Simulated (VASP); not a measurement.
# Cr (Im-3m) in VASP: notebook

Runs on Cr. Level: PBEsol. Tasks: single point, relaxation of cell and atoms.

Program: VASP 6.6.1. These are calculated values, not measurements. Logs are shortened: lines on timing, memory, paths and dates and some standing lists are left out, and cuts for length are marked.

**1. The cell of the first run**

Symmetry: Im-3m, No. 229, cubic system. The conventional cell has a = 2.816 Å, b = 2.816 Å, c = 2.816 Å, α = 90.00°, β = 90.00°, γ = 90.00°. Cr (site symmetry m-3m) has 14 Cr at 2.44 to 2.82 Å within 3.2 Å.

**2. Single point, PBEsol, collinear spin, ferromagnetic start**

INCAR

```
PREC     = Accurate       # precision mode
ENCUT    = 520            # plane-wave cutoff, eV
EDIFF    = 1E-7           # SCF threshold, eV
ISMEAR   = -1             # smearing method
SIGMA    = 0.05           # smearing width, eV
LREAL    = F              # projectors in reciprocal space
LASPH    = T              # aspherical terms in the spheres
NELM     = 150            # most SCF steps
ALGO     = Normal         # electronic algorithm
ISIF     = 2              # what is computed and relaxed
LWAVE    = F              # write WAVECAR
LCHARG   = T              # write CHGCAR
ISPIN    = 2              # spin polarisation
MAGMOM   = 3              # initial moments
LORBIT   = 11             # projections on sites
LMAXMIX  = 4              # l up to which the mixer works
GGA      = PS             # functional
LELF     = T              # ELF
LVHAR    = T            
NBANDS   = 16             # bands
```

KPOINTS

```
regular mesh
0
Gamma
  11 11 11
```

POSCAR

```
Cr
1.0
   -1.4077684263      1.4077684263      1.4077684263
    1.4077684263     -1.4077684263      1.4077684263
    1.4077684263      1.4077684263     -1.4077684263
Cr
1
Direct
    0.0000000000      0.0000000000      0.0000000000
```

Potentials or basis: VASP PAW PBE potentials, release 64 (Cr_pv).

Launch:

```console
$ cat potpaw_PBE.64/Cr_pv/POTCAR > POTCAR
$ mpirun -np 1 vasp_std > vasp.out
```

OUTCAR:

```text
PREC = Accurate
   ENCUT = 520
   EDIFF = 1E-7
   ISMEAR = -1
   LREAL = F
   LASPH = T
   NELM = 150
   ISIF = 2
   ISPIN = 2
   LORBIT = 11
   GGA = PS

 ion  position               nearest neighbor table
   1  0.000  0.000  0.000-

  LATTYP: Found a body centered cubic cell.
 ALAT       =     2.8155368526

  Lattice vectors:

 A1 = (  -1.4077684263,   1.4077684263,   1.4077684263)
 A2 = (   1.4077684263,  -1.4077684263,   1.4077684263)
 A3 = (   1.4077684263,   1.4077684263,  -1.4077684263)

Analysis of symmetry for initial positions (statically):
=====================================================================
 Subroutine PRICEL returns:
 Original cell was already a primitive cell.

 Routine SETGRP: Setting up the symmetry group for a
 body centered cubic supercell.

 Subroutine GETGRP returns: Found 48 space group operations
[... 9 lines left out ...]

 Routine SETGRP: Setting up the symmetry group for a
 body centered cubic supercell.

 Subroutine GETGRP returns: Found 48 space group operations
 (whereof 48 operations were pure point group operations)
 out of a pool of 48 trial point group operations.

The dynamic configuration has the point symmetry O_h .

Analysis of structural, dynamic, and magnetic symmetry:
=====================================================================
 Subroutine PRICEL returns:
 Original cell was already a primitive cell.

 Routine SETGRP: Setting up the symmetry group for a
 body centered cubic supercell.

 Subroutine GETGRP returns: Found 48 space group operations
 (whereof 48 operations were pure point group operations)
 out of a pool of 48 trial point group operations.

The overall configuration has the point symmetry O_h .

 Subroutine INISYM returns: Found 48 space group operations
[... 5 lines left out ...]
                                     Primitive cell

  volume of cell :      11.1597

  direct lattice vectors                    reciprocal lattice vectors
    -1.407768426  1.407768426  1.407768426     0.000000000  0.355172051  0.355172051
     1.407768426 -1.407768426  1.407768426     0.355172051  0.000000000  0.355172051
     1.407768426  1.407768426 -1.407768426     0.355172051  0.355172051  0.000000000

  length of vectors
     2.438326440  2.438326440  2.438326440     0.502289132  0.502289132  0.502289132

  position of ions in fractional coordinates (direct lattice)
     0.000000000  0.000000000  0.000000000

  ion indices of the primitive-cell ions
   primitive index   ion index
                 1           1

----------------------------------------------------------------------------------------

 KPOINTS: regular mesh

Automatic generation of k-mesh.
 Grid dimensions read from file:
 generate k-points for:   11   11   11

 Generating k-lattice:

  Cartesian coordinates                     Fractional coordinates (reciprocal lattice)
     0.000000000  0.032288368  0.032288368     0.090909091  0.000000000  0.000000000
     0.032288368  0.000000000  0.032288368     0.000000000  0.090909091  0.000000000
     0.032288368  0.032288368  0.000000000     0.000000000  0.000000000  0.090909091

  Length of vectors
     0.045662648  0.045662648  0.045662648

  Shift w.r.t. Gamma in fractional coordinates (k-lattice)
     0.000000000  0.000000000  0.000000000

 Subroutine IBZKPT returns following result:
 ===========================================

 Found     56 irreducible k-points:

 Following reciprocal coordinates:
            Coordinates               Weight
  0.000000  0.000000  0.000000      1.000000
  0.090909  0.000000  0.000000     12.000000
  0.181818  0.000000  0.000000     12.000000
  0.272727  0.000000  0.000000     12.000000
  0.363636  0.000000  0.000000     12.000000
  0.454545  0.000000  0.000000     12.000000
[... 16 lines left out ...]
  0.272727  0.181818  0.090909     48.000000
  0.363636  0.181818  0.090909     24.000000
 [... further k-points ...]
   k-points           NKPTS =     56   k-points in BZ     NKDIM =     56   number of bands    NBANDS=     16
   number of dos      NEDOS =    301   number of ions     NIONS =      1
   total plane-waves  NPLWV =   5832
   dimension x,y,z NGX =    18 NGY =   18 NGZ =   18
   dimension x,y,z NGXF=    36 NGYF=   36 NGZF=   36
   ions per type =               1
   NGX,Y,Z   is equivalent  to a cutoff of  12.27, 12.27, 12.27 a.u.
   NGXF,Y,Z  is equivalent  to a cutoff of  24.54, 24.54, 24.54 a.u.
 SYSTEM =  unknown system
   PREC   = accura    normal or accurate (medium, high low for compatibility)
   ISTART =      0    job   : 0-new  1-cont  2-samecut
   ICHARG =      2    charge: 1-file 2-atom 10-const
   ISPIN  =      2    spin polarized calculation?
   LNONCOLLINEAR =      F non collinear calculations
   LSORBIT =      F    spin-orbit coupling
   LASPH  =      T    aspherical Exc in radial PAW
   ENCUT  =  520.0 eV  38.22 Ry    6.18 a.u.   4.53  4.53  4.53*2*pi/ulx,y,z
   NELM   =    150;   NELMIN=  2; NELMDL= -5     # of ELM steps
   EDIFF  = 0.1E-06   stopping-criterion for ELM
   LREAL  =      F    real-space projection
   EDIFFG = 0.1E-05   stopping-criterion for IOM
   NSW    =      0    number of steps for IOM
   IBRION =     -1    ionic relax: 0-MD 1-quasi-New 2-CG
   NFREE  =      0    steps in history (QN), initial steepest desc. (CG)
   ISIF   =      2    stress and relaxation
   ISYM   =      2    0-nonsym 1-usesym 2-fastsym
   POTIM  = 0.5000    time-step for ionic-motion
   TEBEG  =    0.0;   TEEND  =   0.0 temperature during run
   PSTRESS=    0.0 pullay stress
   NELECT =      12.0000    total number of electrons
   NUPDOWN=      -1.0000    fix difference up-down
   EMIN   =  10.00;   EMAX   =-10.00  energy-range for DOS
   EFERMI =   0.00;   METHOD = LEGACY
   ISMEAR =    -1;   SIGMA  =   0.05  broadening in eV -4-tet -1-fermi 0-gaus
   EFERMI_NEDOS =   21; number of points for ismear=-14 and -15
   IALGO  =     38    algorithm
   IMIX   =      4    mixing-type and parameters
     AMIX     =   0.40;   BMIX     =  1.00
     AMIX_MAG =   1.60;   BMIX_MAG =  1.00
  volume/ion in A,a.u.               =      11.16        75.31
  Fermi-wavevector in a.u.,A,eV,Ry     =   1.677197  3.169442 38.273041  2.812989
  Thomas-Fermi vector in A             =   2.761505
   LORBIT       =     11    0 simple, 1 ext, 2 COOP (PROOUT), +10 PAW based schemes
   GGA     = PS    functional components
   LHFCALC =     F    Hartree Fock is set to
   AEXX    =    0.0000 exact exchange contribution
   IVDW    =     0    specifies the selected vdW correction
   LEPSILON=     F    determine dielectric tensor
   LRPA    =     F    only Hartree local field effects (RPA)
 spin polarized calculation
  energy-cutoff  :      520.00
  volume of cell :       11.16
 maximum number of plane-waves:       321
 NGX is ok and might be reduce to    18
   NGX =  9   NGY =  9   NGZ =  9

 number of electron      12.0000012 magnetization       0.0018864

 number of electron      12.0000012 magnetization      -0.0000344

 Free energy of the ion-electron system (eV)
  ---------------------------------------------------
  ext. energy  EPLUGINS =         0.00000000
  ---------------------------------------------------
  free energy    TOTEN  =       -10.23386597 eV

  energy without entropy =      -10.22486316  energy(sigma->0) =      -10.22936457

 E-fermi :  11.3025     XC(G=0): -14.0373

 val. band max:       11.2967347488   @ k =  -0.4545  -0.4545   0.2727
 cond. band min:      11.3070647535   @ k =  -0.1818   0.2727   0.0909
 fundamental gap:      0.0103300047
 Fermi energy:        11.3025046691

 spin component 1

 k-point     1 :       0.0000    0.0000    0.0000
  band No.  band energies     occupation
      1     -31.2080      1.00000
      2     -31.2080      1.00000
      3     -31.2080      1.00000
      4       3.3159      1.00000
      5      10.3695      1.00000
      6      10.3695      1.00000
[... 8 lines left out ...]
     15      41.7288      0.00000
     16      46.5716      0.00000

 k-point     2 :       0.0909    0.0000    0.0000
  band No.  band energies     occupation
      1     -31.2941      1.00000
      2     -31.2341      1.00000
      3     -31.2086      1.00000
      4       3.6875      1.00000
      5      10.2236      1.00000
      6      10.3391      1.00000
[... 8 lines left out ...]
     15      42.3867      0.00000
     16      43.6676      0.00000

 k-point     3 :       0.1818    0.0000    0.0000
  band No.  band energies     occupation
      1     -31.5212      1.00000
      2     -31.3037      1.00000
      3     -31.2102      1.00000
      4       4.7039      1.00000
      5       9.8482      1.00000
      6      10.1715      1.00000
[... 8 lines left out ...]
     15      40.4683      0.00000
     16      41.4181      0.00000

 k-point     4 :       0.2727    0.0000    0.0000
  band No.  band energies     occupation
      1     -31.8113      1.00000
      2     -31.3940      1.00000
      3     -31.2124      1.00000
      4       5.9678      1.00000
      5       9.3883      1.00000
      6      10.0599      1.00000
[... 8 lines left out ...]
     15      40.5738      0.00000
     16      42.1803      0.00000
[... 324 lines left out ...]
 k-point    22 :       0.1818    0.1818    0.0909
  band No.  band energies     occupation
      1     -32.0033      1.00000
      2     -31.4641      1.00000
      3     -31.3416      1.00000
      4       7.7017      1.00000
      5       8.9033      1.00000
      6       9.0878      1.00000
[... 8 lines left out ...]
     15      44.2665      0.00000
     16      45.7740      0.00000

 k-point    23 :       0.2727    0.1818    0.0909
  band No.  band energies     occupation
      1     -32.0521      1.00000
      2     -31.5994      1.00000
      3     -31.3663      1.00000
      4       7.9594      1.00000
      5       8.7193      1.00000
      6       9.6721      1.00000
[... 8 lines left out ...]
     15      44.1250      0.00000
     16      47.0034      0.00000

 k-point    24 :       0.3636    0.1818    0.0909
  band No.  band energies     occupation
      1     -32.0548      1.00000
      2     -31.6676      1.00000
      3     -31.3732      1.00000
      4       7.8870      1.00000
      5       8.6629      1.00000
      6      10.1170      1.00000
[... 8 lines left out ...]
     15      44.0261      0.00000
     16      47.1646      0.00000

 [... further k-points ...]

 spin component 2

 k-point     1 :       0.0000    0.0000    0.0000
  band No.  band energies     occupation
      1     -31.2080      1.00000
      2     -31.2080      1.00000
      3     -31.2080      1.00000
      4       3.3159      1.00000
      5      10.3695      1.00000
      6      10.3695      1.00000
[... 8 lines left out ...]
     15      41.7288      0.00000
     16      46.5716      0.00000

 k-point     2 :       0.0909    0.0000    0.0000
  band No.  band energies     occupation
      1     -31.2941      1.00000
      2     -31.2341      1.00000
      3     -31.2086      1.00000
      4       3.6875      1.00000
      5      10.2235      1.00000
      6      10.3390      1.00000
[... 8 lines left out ...]
     15      42.3866      0.00000
     16      43.6676      0.00000

 k-point     3 :       0.1818    0.0000    0.0000
  band No.  band energies     occupation
      1     -31.5213      1.00000
      2     -31.3038      1.00000
      3     -31.2102      1.00000
      4       4.7039      1.00000
      5       9.8482      1.00000
      6      10.1715      1.00000
[... 8 lines left out ...]
     15      40.4683      0.00000
     16      41.4181      0.00000

 k-point     4 :       0.2727    0.0000    0.0000
  band No.  band energies     occupation
      1     -31.8113      1.00000
      2     -31.3941      1.00000
      3     -31.2125      1.00000
      4       5.9678      1.00000
      5       9.3883      1.00000
      6      10.0598      1.00000
[... 8 lines left out ...]
     15      40.5738      0.00000
     16      42.1803      0.00000
[... 324 lines left out ...]
 k-point    22 :       0.1818    0.1818    0.0909
  band No.  band energies     occupation
      1     -32.0033      1.00000
      2     -31.4641      1.00000
      3     -31.3416      1.00000
      4       7.7017      1.00000
      5       8.9032      1.00000
      6       9.0878      1.00000
[... 8 lines left out ...]
     15      44.2665      0.00000
     16      45.7740      0.00000

 k-point    23 :       0.2727    0.1818    0.0909
  band No.  band energies     occupation
      1     -32.0522      1.00000
      2     -31.5994      1.00000
      3     -31.3663      1.00000
      4       7.9594      1.00000
      5       8.7193      1.00000
      6       9.6720      1.00000
[... 8 lines left out ...]
     15      44.1250      0.00000
     16      47.0034      0.00000

 k-point    24 :       0.3636    0.1818    0.0909
  band No.  band energies     occupation
      1     -32.0548      1.00000
      2     -31.6676      1.00000
      3     -31.3733      1.00000
      4       7.8870      1.00000
      5       8.6629      1.00000
      6      10.1170      1.00000
[... 8 lines left out ...]
     15      44.0260      0.00000
     16      47.1646      0.00000

 [... further k-points ...]
[... 5 lines left out ...]
  --------------------------------------------------------------------------------------
  -------------------------------------------------------------------------------------
  Total       -0.0352780     -0.0352780     -0.0352780      0.0000000      0.0000000      0.0000000
  in kB       -5.0647857     -5.0647857     -5.0647857      0.0000000      0.0000000      0.0000000
  external PRESSURE =      -5.0647857 kB  Pullay stress =       0.0000000 kB

 VOLUME and BASIS-vectors are now :
 -----------------------------------------------------------------------------
  energy-cutoff  :      520.00
  volume of cell :       11.16
      direct lattice vectors                 reciprocal lattice vectors
    -1.407768426  1.407768426  1.407768426     0.000000000  0.355172051  0.355172051
     1.407768426 -1.407768426  1.407768426     0.355172051  0.000000000  0.355172051
     1.407768426  1.407768426 -1.407768426     0.355172051  0.355172051  0.000000000

 POSITION                                       TOTAL-FORCE (eV/Angst)
 -----------------------------------------------------------------------------------
      0.00000      0.00000      0.00000        -0.000000      0.000000     -0.000000
 -----------------------------------------------------------------------------------
    total drift:                                0.000000      0.000000      0.000000

  FREE ENERGIE OF THE ION-ELECTRON SYSTEM (eV)
  ---------------------------------------------------
  free  energy   TOTEN  =       -10.2338659715 eV

  energy  without entropy=      -10.2248631627  energy(sigma->0) =      -10.22936457

 total charge

# of ion       s       p       d       tot
------------------------------------------
    1        0.443   6.432   4.256  11.132

 magnetization (x)

# of ion       s       p       d       tot
------------------------------------------
    1        0.000  -0.000  -0.000  -0.000
```

Wall time 9.7 s (1 thread of Intel Xeon 6975P-C (Granite Rapids), shared host); peak memory 0.13 GiB.

What came out:

| Property | Result |
| --- | --- |
| Free energy | -10.2339 eV |
| Pressure | -0.5 GPa |
| Band gap on the k mesh | zero (filled and empty bands overlap) |
| Net moment | 0.00 μB per cell |
| Valence electrons inside the program's atomic spheres | Cr 11.13 |

Levels at points of the mesh, in eV from the Fermi level:
Spin up:
```
           k point  band 2  band 3  band 4  band 5  band 6  band 7  band 8  band 9  band 10  band 11
(0.00, 0.00, 0.00)  -42.51  -42.51   -7.99   -0.93   -0.93   -0.93    1.19    1.19     7.13    22.58
```
Spin down:
```tsv
k point	band 2	band 3	band 4	band 5	band 6	band 7	band 8	band 9	band 10	band 11
(0.00, 0.00, 0.00)	-42.51	-42.51	-7.99	-0.93	-0.93	-0.93	1.19	1.19	7.13	22.58
```

Caveat: the starting moments collapsed, and a magnetic state may lie lower; the PAW data sets were made with another functional, which shifts forces and pressure a little.

**3. Relaxation of cell and atoms, PBEsol, collinear spin, ferromagnetic start**

This run uses another cell than the first one, of 11.99 Å³/atom, 1.075 times its volume.

INCAR

```
PREC = Accurate
ENCUT = 600
EDIFF = 1E-6
ISMEAR = -1
SIGMA = 0.05
LREAL = False
LASPH = True
NELM = 150
ALGO = Normal
ISIF = 3
LWAVE = False
LCHARG = False
ISPIN = 2
MAGMOM = 3
LORBIT = 11
LMAXMIX = 4
GGA = PS
IBRION = 2
NSW = 80
EDIFFG = -0.01
```

KPOINTS

```
Automatic mesh
0
Gamma
  11 11 11
```

POSCAR

```
Cr
1.0
   -1.4419500000      1.4419500000      1.4419500000
    1.4419500000     -1.4419500000      1.4419500000
    1.4419500000      1.4419500000     -1.4419500000
Cr
1
Direct
    0.0000000000      0.0000000000      0.0000000000
```

Potentials or basis: VASP PAW PBE potentials, release 64 (Cr_pv).

Launch:

```console
$ cat potpaw_PBE.64/Cr_pv/POTCAR > POTCAR
$ mpirun -np 1 vasp_std > vasp.out
```

It took 19 s on 1 thread of Intel Xeon 6975P-C (Granite Rapids), shared host; peak memory 0.14 GiB.

Results (log left out):

| Quantity | Value |
| --- | --- |
| Free energy | -10.2346 eV |
| Relaxed volume | 11.14 Å³/atom |
| Relaxed cell | a = 2.437 Å, b = 2.437 Å, c = 2.437 Å, α = 109.47°, β = 109.47°, γ = 109.47° |
| Space group after relaxing (to 0.05 Å) | Im-3m (No. 229) |
| Energy gained by relaxing | 51.2 meV/atom |
| Ionic steps | 4 |
| Pressure after relaxing | -0.1 GPa |
| Band gap on the k mesh | zero (filled and empty bands overlap) |
| Net moment | 0.00 μB per cell |
| Valence electrons inside the program's atomic spheres | Cr 11.14 |

The path:
```
step  energy change (eV)  largest force (eV/Å)  pressure (GPa)  volume (Å³)
   1              0.0000                0.0000          -18.09        11.99
   2              0.1297                0.0000           48.46         9.79
   3             -0.0512                0.0000           -0.83        11.17
   4             -0.0512                0.0000           -0.13        11.14
```

Final structure:
```
Cr
1.0
    -1.40694    1.40694    1.40694
     1.40694   -1.40694    1.40694
     1.40694    1.40694   -1.40694
Cr
1
Direct
  0.00000 0.00000 0.00000
```

Levels at points of the mesh, in eV from the Fermi level:
Spin up:
| k point | band 4 | band 5 | band 6 | band 7 | band 8 | band 9 |
| --- | --- | --- | --- | --- | --- | --- |
| (0.00, 0.00, 0.00) | -7.99 | -0.94 | -0.94 | -0.94 | 1.19 | 1.19 |
Spin down:
| k point | band 4 | band 5 | band 6 | band 7 | band 8 | band 9 |
| --- | --- | --- | --- | --- | --- | --- |
| (0.00, 0.00, 0.00) | -7.99 | -0.94 | -0.94 | -0.94 | 1.19 | 1.19 |

Caveat: the starting moments collapsed, and a magnetic state may lie lower; the PAW data sets were made with another functional, which shifts forces and pressure a little.
